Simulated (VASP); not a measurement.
# Sb3S (P6_3/mmc) in VASP: notebook

Runs on Sb3S. Level: PBE. Tasks: single point, relaxation of cell and atoms.

All numbers are computed with VASP 6.6.1; they aren't measurements. Logs are shortened: lines on timing, memory, paths and dates and some standing lists are left out, and cuts for length are marked.

## 1. The cell of the first run

The structure is hexagonal, space group P6_3/mmc (No. 194). Conventional cell: a = 6.571 Å, b = 6.571 Å, c = 5.388 Å, α = 90.00°, β = 90.00°, γ = 120.00°. Sb (site symmetry mm2) has 8 Sb at 3.13 to 3.44 Å and 4 S at 3.29 to 3.35 Å within 4.1 Å. S (site symmetry -6m2) has 12 Sb at 3.29 to 3.35 Å within 4.3 Å.

## 2. Single point, PBE

The input, INCAR:

```
SYSTEM = Sb3S
  PREC = Accurate
  ENCUT = 520
  EDIFF = 1E-6
  ISMEAR = 0
  SIGMA = 0.1
  LREAL = .False.
  LASPH = .True.
  NELM = 60
  ALGO = Normal
  ISIF = 2
  LWAVE = .False.
  LCHARG = .False.
  GGA = PE
  NBANDS = 31
```

The input, KPOINTS:

```
Automatic mesh
0
Gamma
  6 6 8
  0 0 0
```

The input, POSCAR:

```
Sb3S
1.0
    6.5711719710      0.0000000000      0.0000000000
   -3.2855859855      5.6908018595      0.0000000000
    0.0000000000      0.0000000000      5.3876395693
Sb S
6 2
Direct
    0.8413173489      0.6826346977      0.2500000000
    0.1586826511      0.8413173489      0.7500000000
    0.3173653023      0.1586826511      0.2500000000
    0.1586826511      0.3173653023      0.7500000000
    0.8413173489      0.1586826511      0.2500000000
    0.6826346977      0.8413173489      0.7500000000
    0.3333333333      0.6666666667      0.2500000000
    0.6666666667      0.3333333333      0.7500000000
```

Potentials or basis: VASP PAW PBE potentials, release 64 (Sb, S).

Started as:

```
> cat potpaw_PBE.64/Sb/POTCAR potpaw_PBE.64/S/POTCAR > POTCAR
> mpirun -np 1 vasp_std > vasp.out
```

OUTCAR:

```text
SYSTEM = Sb3S
   PREC = Accurate
   ENCUT = 520
   EDIFF = 1E-6
   ISMEAR = 0
   LREAL = .False.
   LASPH = .True.
   NELM = 60
   ISIF = 2
   GGA = PE

 ion  position               nearest neighbor table
   1  0.841  0.683  0.250-   3 3.13   5 3.13   2 3.24   2 3.24   6 3.24   6 3.24   7 3.29   7 3.29
                             5 3.44   3 3.44
   2  0.159  0.841  0.750-   4 3.13   6 3.13   3 3.24   3 3.24   1 3.24   1 3.24   8 3.29   8 3.29
                             4 3.44   6 3.44
   3  0.317  0.159  0.250-   1 3.13   5 3.13   2 3.24   2 3.24   4 3.24   4 3.24   7 3.29   7 3.29
                             1 3.44   5 3.44
   4  0.159  0.317  0.750-   2 3.13   6 3.13   5 3.24   5 3.24   3 3.24   3 3.24   8 3.29   8 3.29
                             2 3.44   6 3.44
   5  0.841  0.159  0.250-   1 3.13   3 3.13   6 3.24   6 3.24   4 3.24   4 3.24   7 3.29   7 3.29
                             1 3.44   3 3.44
   6  0.683  0.841  0.750-   4 3.13   2 3.13   5 3.24   5 3.24   1 3.24   1 3.24   8 3.29   8 3.29
                             4 3.44   2 3.44
   7  0.333  0.667  0.250-   3 3.29   1 3.29   5 3.29   5 3.29   3 3.29   1 3.29
   8  0.667  0.333  0.750-   6 3.29   4 3.29   2 3.29   2 3.29   6 3.29   4 3.29

  LATTYP: Found a hexagonal cell.
 ALAT       =     6.5711719710
 C/A-ratio  =     0.8198902103

  Lattice vectors:

 A1 = (   6.5711719710,   0.0000000000,   0.0000000000)
 A2 = (  -3.2855859855,   5.6908018595,   0.0000000000)
 A3 = (   0.0000000000,   0.0000000000,   5.3876395693)

Analysis of symmetry for initial positions (statically):
=====================================================================
 Subroutine PRICEL returns:
 Original cell was already a primitive cell.

 Routine SETGRP: Setting up the symmetry group for a
 hexagonal supercell.

 Subroutine GETGRP returns: Found 24 space group operations
 (whereof 12 operations were pure point group operations)
 out of a pool of 24 trial point group operations.

The static configuration has the point symmetry D_3d.
 The point group associated with its full space group is D_6h.

Analysis of symmetry for dynamics (positions and initial velocities):
=====================================================================
 Subroutine PRICEL returns:
 Original cell was already a primitive cell.

 Routine SETGRP: Setting up the symmetry group for a
 hexagonal supercell.

 Subroutine GETGRP returns: Found 24 space group operations
 (whereof 12 operations were pure point group operations)
 out of a pool of 24 trial point group operations.

The dynamic configuration has the point symmetry D_3d.
 The point group associated with its full space group is D_6h.

 Subroutine INISYM returns: Found 24 space group operations
 (whereof 12 operations are pure point group operations),
 and found     1 'primitive' translations

----------------------------------------------------------------------------------------

                                     Primitive cell

  volume of cell :     201.4721

  direct lattice vectors                    reciprocal lattice vectors
     6.571171971  0.000000000  0.000000000     0.152179855  0.087861080  0.000000000
    -3.285585986  5.690801859  0.000000000     0.000000000  0.175722161  0.000000000
     0.000000000  0.000000000  5.387639569     0.000000000  0.000000000  0.185610041

  length of vectors
     6.571171971  6.571171971  5.387639569     0.175722161  0.175722161  0.185610041

  position of ions in fractional coordinates (direct lattice)
     0.841317349  0.682634698  0.250000000
     0.158682651  0.841317349  0.750000000
     0.317365302  0.158682651  0.250000000
     0.158682651  0.317365302  0.750000000
     0.841317349  0.158682651  0.250000000
     0.682634698  0.841317349  0.750000000
     0.333333333  0.666666667  0.250000000
     0.666666667  0.333333333  0.750000000

  ion indices of the primitive-cell ions
   primitive index   ion index
                 1           1
                 2           2
                 3           3
                 4           4
                 5           5
                 6           6
                 7           7
                 8           8

----------------------------------------------------------------------------------------

 KPOINTS: Automatic mesh

Automatic generation of k-mesh.
 Grid dimensions read from file:
 generate k-points for:    6    6    8

 Generating k-lattice:

  Cartesian coordinates                     Fractional coordinates (reciprocal lattice)
     0.025363309  0.014643513  0.000000000     0.166666667 -0.000000000  0.000000000
     0.000000000  0.029287027  0.000000000     0.000000000  0.166666667  0.000000000
     0.000000000  0.000000000  0.023201255     0.000000000  0.000000000  0.125000000

  Length of vectors
     0.029287027  0.029287027  0.023201255

  Shift w.r.t. Gamma in fractional coordinates (k-lattice)
     0.000000000  0.000000000  0.000000000

 Subroutine IBZKPT returns following result:
 ===========================================

 Found     35 irreducible k-points:

 Following reciprocal coordinates:
            Coordinates               Weight
  0.000000  0.000000  0.000000      1.000000
  0.166667 -0.000000  0.000000      6.000000
  0.333333 -0.000000  0.000000      6.000000
  0.500000 -0.000000  0.000000      3.000000
  0.166667  0.166667  0.000000      6.000000
  0.333333  0.166667  0.000000     12.000000
[... 16 lines left out ...]
  0.166667 -0.000000  0.375000     12.000000
  0.333333 -0.000000  0.375000     12.000000
 [... further k-points ...]
   k-points           NKPTS =     35   k-points in BZ     NKDIM =     35   number of bands    NBANDS=     31
   number of dos      NEDOS =    301   number of ions     NIONS =      8
   total plane-waves  NPLWV = 100000
   dimension x,y,z NGX =    50 NGY =   50 NGZ =   40
   dimension x,y,z NGXF=   100 NGYF=  100 NGZF=   80
   ions per type =               6   2
   NGX,Y,Z   is equivalent  to a cutoff of  12.65, 12.65, 12.34 a.u.
   NGXF,Y,Z  is equivalent  to a cutoff of  25.30, 25.30, 24.69 a.u.
 SYSTEM =  Sb3S
   PREC   = accura    normal or accurate (medium, high low for compatibility)
   ISTART =      0    job   : 0-new  1-cont  2-samecut
   ICHARG =      2    charge: 1-file 2-atom 10-const
   ISPIN  =      1    spin polarized calculation?
   LNONCOLLINEAR =      F non collinear calculations
   LSORBIT =      F    spin-orbit coupling
   LASPH  =      T    aspherical Exc in radial PAW
   ENCUT  =  520.0 eV  38.22 Ry    6.18 a.u.  12.22 12.22 10.02*2*pi/ulx,y,z
   NELM   =     60;   NELMIN=  2; NELMDL= -5     # of ELM steps
   EDIFF  = 0.1E-05   stopping-criterion for ELM
   LREAL  =      F    real-space projection
   EDIFFG = 0.1E-04   stopping-criterion for IOM
   NSW    =      0    number of steps for IOM
   IBRION =     -1    ionic relax: 0-MD 1-quasi-New 2-CG
   NFREE  =      0    steps in history (QN), initial steepest desc. (CG)
   ISIF   =      2    stress and relaxation
   ISYM   =      2    0-nonsym 1-usesym 2-fastsym
   POTIM  = 0.5000    time-step for ionic-motion
   TEBEG  =    0.0;   TEEND  =   0.0 temperature during run
   PSTRESS=    0.0 pullay stress
   NELECT =      42.0000    total number of electrons
   NUPDOWN=      -1.0000    fix difference up-down
   EMIN   =  10.00;   EMAX   =-10.00  energy-range for DOS
   EFERMI =   0.00;   METHOD = LEGACY
   ISMEAR =     0;   SIGMA  =   0.10  broadening in eV -4-tet -1-fermi 0-gaus
   EFERMI_NEDOS =   21; number of points for ismear=-14 and -15
   IALGO  =     38    algorithm
   IMIX   =      4    mixing-type and parameters
     AMIX     =   0.40;   BMIX     =  1.00
     AMIX_MAG =   1.60;   BMIX_MAG =  1.00
  volume/ion in A,a.u.               =      25.18       169.95
  Fermi-wavevector in a.u.,A,eV,Ry     =   0.970703  1.834362 12.820281  0.942264
  Thomas-Fermi vector in A             =   2.100860
   LORBIT       =      0    0 simple, 1 ext, 2 COOP (PROOUT), +10 PAW based schemes
   GGA     = PE    functional components
   LHFCALC =     F    Hartree Fock is set to
   AEXX    =    0.0000 exact exchange contribution
   IVDW    =     0    specifies the selected vdW correction
   LEPSILON=     F    determine dielectric tensor
   LRPA    =     F    only Hartree local field effects (RPA)
 non-spin polarized calculation
 Gauss-broadening in eV      SIGMA  =   0.10
  energy-cutoff  :      520.00
  volume of cell :      201.47
 maximum number of plane-waves:      5456
 NGX is ok and might be reduce to    50
   NGX = 25   NGY = 25   NGZ = 21

 number of electron      41.9999999 magnetization

 Free energy of the ion-electron system (eV)
  ---------------------------------------------------
  ext. energy  EPLUGINS =         0.00000000
  ---------------------------------------------------
  free energy    TOTEN  =       -30.45926879 eV

  energy without entropy =      -30.43781716  energy(sigma->0) =      -30.44854298

 E-fermi :   7.6017     XC(G=0): -10.1481

 val. band max:        7.5862145520   @ k =   0.1667   0.1667   0.3750
 cond. band min:       7.6216796262   @ k =   0.1667   0.1667   0.0000
 fundamental gap:      0.0354650742
 Fermi energy:         7.6017048112

 k-point     1 :       0.0000    0.0000    0.0000
  band No.  band energies     occupation
      1      -5.8384      2.00000
      2      -4.2711      2.00000
      3      -3.0755      2.00000
      4      -1.7360      2.00000
      5      -1.7360      2.00000
      6      -1.3105      2.00000
[... 23 lines left out ...]
     30      12.3907      0.00000
     31      12.4181      0.00000

 k-point     2 :       0.1667   -0.0000    0.0000
  band No.  band energies     occupation
      1      -5.7318      2.00000
      2      -4.3136      2.00000
      3      -3.3342      2.00000
      4      -1.8380      2.00000
      5      -1.7657      2.00000
      6      -1.2549      2.00000
[... 23 lines left out ...]
     30      11.8790      0.00000
     31      12.4424      0.00000

 k-point     3 :       0.3333   -0.0000    0.0000
  band No.  band energies     occupation
      1      -5.4225      2.00000
      2      -4.5071      2.00000
      3      -3.7866      2.00000
      4      -2.0040      2.00000
      5      -1.8175      2.00000
      6      -0.9979      2.00000
[... 23 lines left out ...]
     30      11.6141      0.00000
     31      12.2312      0.00000

 k-point     4 :       0.5000   -0.0000    0.0000
  band No.  band energies     occupation
      1      -4.9831      2.00000
      2      -4.9299      2.00000
      3      -3.9521      2.00000
      4      -2.0744      2.00000
      5      -1.8273      2.00000
      6      -0.6151      2.00000
[... 23 lines left out ...]
     30      11.5720      0.00000
     31      11.9980      0.00000

 k-point     5 :       0.1667    0.1667    0.0000
  band No.  band energies     occupation
      1      -5.5236      2.00000
      2      -4.4069      2.00000
      3      -3.7199      2.00000
      4      -1.9849      2.00000
      5      -1.7793      2.00000
      6      -1.0689      2.00000
[... 23 lines left out ...]
     30      11.6601      0.00000
     31      11.9495      0.00000
[... 542 lines left out ...]
     30      11.1062      0.00000
     31      11.2178      0.00000

 k-point    22 :       0.0000    0.0000    0.3750
  band No.  band energies     occupation
      1      -5.2800      2.00000
      2      -4.5883      2.00000
      3      -2.9807      2.00000
      4      -2.6389      2.00000
      5      -1.1159      2.00000
      6      -1.1159      2.00000
[... 23 lines left out ...]
     30      11.8405      0.00000
     31      12.2136      0.00000

 k-point    23 :       0.1667   -0.0000    0.3750
  band No.  band energies     occupation
      1      -5.1884      2.00000
      2      -4.5544      2.00000
      3      -3.1083      2.00000
      4      -2.6592      2.00000
      5      -1.3470      2.00000
      6      -1.2052      2.00000
[... 23 lines left out ...]
     30      11.5196      0.00000
     31      11.5229      0.00000

 k-point    24 :       0.3333   -0.0000    0.3750
  band No.  band energies     occupation
      1      -4.9385      2.00000
      2      -4.5105      2.00000
      3      -3.4236      2.00000
      4      -2.6847      2.00000
      5      -1.6283      2.00000
      6      -1.3539      2.00000
[... 23 lines left out ...]
     30      10.9126      0.00000
     31      11.2457      0.00000

 [... further k-points ...]
[... 5 lines left out ...]
  --------------------------------------------------------------------------------------
  -------------------------------------------------------------------------------------
  Total       -0.1538949     -0.1538949     -0.2086441      0.0000000     -0.0000000      0.0000000
  in kB       -1.2238272     -1.2238272     -1.6592118      0.0000000     -0.0000000      0.0000000
  external PRESSURE =      -1.3689554 kB  Pullay stress =       0.0000000 kB

 VOLUME and BASIS-vectors are now :
 -----------------------------------------------------------------------------
  energy-cutoff  :      520.00
  volume of cell :      201.47
      direct lattice vectors                 reciprocal lattice vectors
     6.571171971  0.000000000  0.000000000     0.152179855  0.087861080  0.000000000
    -3.285585986  5.690801859  0.000000000     0.000000000  0.175722161  0.000000000
     0.000000000  0.000000000  5.387639569     0.000000000  0.000000000  0.185610041

 POSITION                                       TOTAL-FORCE (eV/Angst)
 -----------------------------------------------------------------------------------
      3.28559      3.88474      1.34691         0.000000     -0.011678      0.000000
     -1.72149      4.78777      4.04073         0.010114     -0.005839      0.000000
      1.56410      0.90303      1.34691         0.010114      0.005839      0.000000
     -0.00000      1.80606      4.04073         0.000000      0.011678     -0.000000
      5.00708      0.90303      1.34691        -0.010114      0.005839      0.000000
      1.72149      4.78777      4.04073        -0.010114     -0.005839      0.000000
     -0.00000      3.79387      1.34691         0.000000     -0.000000      0.000000
      3.28559      1.89693      4.04073         0.000000     -0.000000      0.000000
 -----------------------------------------------------------------------------------
    total drift:                               -0.000000      0.000000      0.000000

  FREE ENERGIE OF THE ION-ELECTRON SYSTEM (eV)
  ---------------------------------------------------
  free  energy   TOTEN  =       -30.4592687899 eV

  energy  without entropy=      -30.4378171619  energy(sigma->0) =      -30.44854298
```

Run time: 88 s. Hardware: 1 thread of Intel Xeon 6975P-C (Granite Rapids), shared host; peak memory 0.4 GiB.

What came out:

| Property | Result |
| --- | --- |
| Free energy | -30.4593 eV |
| Pressure | -0.1 GPa |
| Largest force | 0.012 eV/Å |
| Band gap on the k mesh | zero (band 21 reaches 8.16 eV, above the bottom of band 22 at 6.63 eV) |

Forces on the atoms (eV/Å):
```
Sb   0.000 -0.012  0.000
Sb   0.010 -0.006  0.000
Sb   0.010  0.006  0.000
Sb   0.000  0.012  0.000
Sb  -0.010  0.006  0.000
Sb  -0.010 -0.006  0.000
S    0.000  0.000  0.000
S    0.000  0.000  0.000
```

Caveat: spin-orbit coupling is left out, which moves the levels of the heavy elements.

## 3. Relaxation of cell and atoms, PBE

This run uses another cell than the first one, of 24.50 Å³/atom, 0.973 times its volume.

The input, INCAR:

```
PREC     = Accurate       # precision mode
ENCUT    = 600            # plane-wave cutoff, eV
EDIFF    = 1E-7           # SCF threshold, eV
ISMEAR   = 0              # smearing method
SIGMA    = 0.1            # smearing width, eV
LREAL    = False          # projectors in reciprocal space
LASPH    = True           # aspherical terms in the spheres
NELM     = 100            # most SCF steps
ALGO     = Normal         # electronic algorithm
ISIF     = 3              # what is computed and relaxed
LWAVE    = False          # write WAVECAR
LCHARG   = False          # write CHGCAR
GGA      = PE             # functional
IBRION   = 2              # ionic algorithm
NSW      = 100            # ionic steps
EDIFFG   = -0.01          # ionic threshold
```

The input, KPOINTS:

```
regular mesh
0
Gamma
  6 6 8
```

The input, POSCAR:

```
Sb3S
1.0
    6.5338711749      0.0000000000      0.0000000000
   -3.2669355875      5.6584984225      0.0000000000
    0.0000000000      0.0000000000      5.3004352563
Sb S
6 2
Direct
    0.8356412936      0.6712825872      0.2500000000
    0.1643587064      0.8356412936      0.7500000000
    0.3287174128      0.1643587064      0.2500000000
    0.1643587064      0.3287174128      0.7500000000
    0.8356412936      0.1643587064      0.2500000000
    0.6712825872      0.8356412936      0.7500000000
    0.3333333333      0.6666666667      0.2500000000
    0.6666666667      0.3333333333      0.7500000000
```

Potentials or basis: VASP PAW PBE potentials, release 64 (Sb, S).

Started as:

```
> cat potpaw_PBE.64/Sb/POTCAR potpaw_PBE.64/S/POTCAR > POTCAR
> mpirun -np 1 vasp_std > vasp.out
```

Run time: 15 min. Hardware: 1 thread of Intel Xeon 6975P-C (Granite Rapids), shared host; peak memory 0.49 GiB.

The run converged. Its results:

* Free energy: -30.4599 eV
* Relaxed volume: 25.05 Å³/atom
* Relaxed cell: a = 6.561 Å, b = 6.561 Å, c = 5.374 Å, α = 90.00°, β = 90.00°, γ = 120.00°
* Space group after relaxing (to 0.05 Å): P6_3/mmc (No. 194)
* Energy gained by relaxing: 3.8 meV/atom
* Ionic steps: 14
* Pressure after relaxing: 0.0 GPa
* Largest force after relaxing: 0.007 eV/Å
* Band gap on the k mesh: zero (band 21 reaches 8.26 eV, above the bottom of band 22 at 6.69 eV)

Forces on the atoms (eV/Å):
```
Sb   0.000  0.007  0.000
Sb  -0.006  0.004  0.000
Sb  -0.006 -0.004  0.000
Sb   0.000 -0.007  0.000
Sb   0.006 -0.004  0.000
Sb   0.006  0.004  0.000
S    0.000  0.000  0.000
S    0.000  0.000  0.000
```

Step by step:
```tsv
step	energy change (eV)	largest force (eV/Å)	pressure (GPa)	volume (Å³)
1	0.0000	0.1162	0.44	195.97
2	-0.0074	0.1349	-0.12	197.89
3	-0.0088	0.1463	-0.48	199.20
4	-0.0138	0.1331	-0.42	199.30
5	-0.0237	0.0815	-0.22	199.61
6	-0.0133	0.0867	0.43	200.20
7	-0.0252	0.0535	-0.10	199.75
8	-0.0253	0.0453	-0.06	199.78
9	-0.0279	0.0241	0.08	199.58
10	-0.0292	0.0011	0.25	199.33
11	-0.0302	0.0165	-0.05	200.40
12	-0.0302	0.0149	-0.02	200.30
13	-0.0303	0.0113	-0.01	200.33
14	-0.0303	0.0073	0.01	200.37
```

Final structure:
```cif
data_structure
_symmetry_space_group_name_H-M 'P 1'
_symmetry_Int_Tables_number 1
_cell_length_a 6.5613
_cell_length_b 6.5613
_cell_length_c 5.3742
_cell_angle_alpha 90.000
_cell_angle_beta 90.000
_cell_angle_gamma 120.000
_cell_volume 200.37
loop_
_atom_site_label
_atom_site_type_symbol
_atom_site_fract_x
_atom_site_fract_y
_atom_site_fract_z
_atom_site_occupancy
Sb1 Sb 0.84053 0.68107 0.25000 1
Sb2 Sb 0.15947 0.84053 0.75000 1
Sb3 Sb 0.31893 0.15947 0.25000 1
Sb4 Sb 0.15947 0.31893 0.75000 1
Sb5 Sb 0.84053 0.15947 0.25000 1
Sb6 Sb 0.68107 0.84053 0.75000 1
S1 S 0.33333 0.66667 0.25000 1
S2 S 0.66667 0.33333 0.75000 1
```

Levels at points of the mesh, in eV from the Fermi level:
| k point | band 17 | band 18 | band 19 | band 20 | band 21 | band 22 | band 23 | band 24 | band 25 | band 26 |
| --- | --- | --- | --- | --- | --- | --- | --- | --- | --- | --- |
| (0.00, 0.00, 0.00) | -2.17 | -2.17 | -1.33 | -0.08 | -0.08 | 0.68 | 0.68 | 1.10 | 1.33 | 1.33 |
| (0.50, 0.00, 0.00) | -2.24 | -2.05 | -0.87 | -0.51 | -0.13 | -0.10 | 0.25 | 0.85 | 1.28 | 1.33 |
| (0.00, 0.00, 0.50) | 0.26 | 0.26 | 0.27 | 0.27 | 0.27 | 0.27 | 2.44 | 2.44 | 2.54 | 2.54 |
| (0.50, 0.00, 0.50) | -1.45 | -1.45 | -1.30 | -1.30 | 0.32 | 0.32 | 0.78 | 0.78 | 1.34 | 1.34 |

Caveat: spin-orbit coupling is left out, which moves the levels of the heavy elements.
